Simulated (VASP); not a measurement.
A run of VASP 6.6.1 is set up as follows.

The input INCAR:

```
ALGO = Normal ; EDIFF = 1E-6
ENCUT = 500 ; GGA = PE
GGA_COMPAT = F ; ISIF = 2
ISMEAR = 0 ; LASPH = T
LCHARG = T ; LELF = T
LMAXMIX = 6 ; LREAL = F
LVHAR = T ; LWAVE = F
NBANDS = 36 ; NELM = 200
PREC = Accurate ; SIGMA = 0.2
```

File KPOINTS:

```
k-points
0
Gamma
  3 3 4
```

The input POSCAR:

```
Sr4TmSi
1.0
    5.9104462785     -6.2519259822      0.0000000000
    5.9104462785      6.2519259822      0.0000000000
    0.0000000000      0.0000000000      3.9413864357
Sr Tm Si
4 1 1
Direct
    0.7013723127      0.7013723127      0.0000000000
    0.7470751824      0.2529248176      0.5000000000
    0.2529248176      0.7470751824      0.5000000000
    0.2986276873      0.2986276873      0.0000000000
    0.0000000000      0.0000000000      0.0000000000
    0.5000000000      0.5000000000      0.5000000000
```

Potentials or basis: VASP PAW PBE potentials, release 64 (Sr_sv, Tm_3, Si), 4f in core.

The run is started by

```bash
$ cat potpaw_PBE.64/Sr_sv/POTCAR potpaw_PBE.64/Tm_3/POTCAR potpaw_PBE.64/Si/POTCAR > POTCAR
$ mpirun -np 1 vasp_std > vasp.out
```

Problem. Estimate the band gap on the k mesh.

Solution. Zero (an odd number of electrons rules out a gap without spin polarisation).

Problem. Predict the pressure.

Solution. 0.1 GPa.

Forces in eV/Å, atoms in the order of the input:
```
Sr   0.043  0.000  0.000
Sr   0.000 -0.079  0.000
Sr   0.000  0.079  0.000
Sr  -0.043  0.000  0.000
Tm   0.000  0.000  0.000
Si   0.000  0.000  0.000
```

Caveat: the k points lie up to 0.40 Å⁻¹ apart, too coarse for converged energies and pressures of a metal; spin-orbit coupling is left out, which moves the levels of the heavy elements; the 4f electrons are frozen in the core, so they carry no moment and show no levels. Spin polarisation is off, so any magnetic state and its effect on volume and gap are missing.
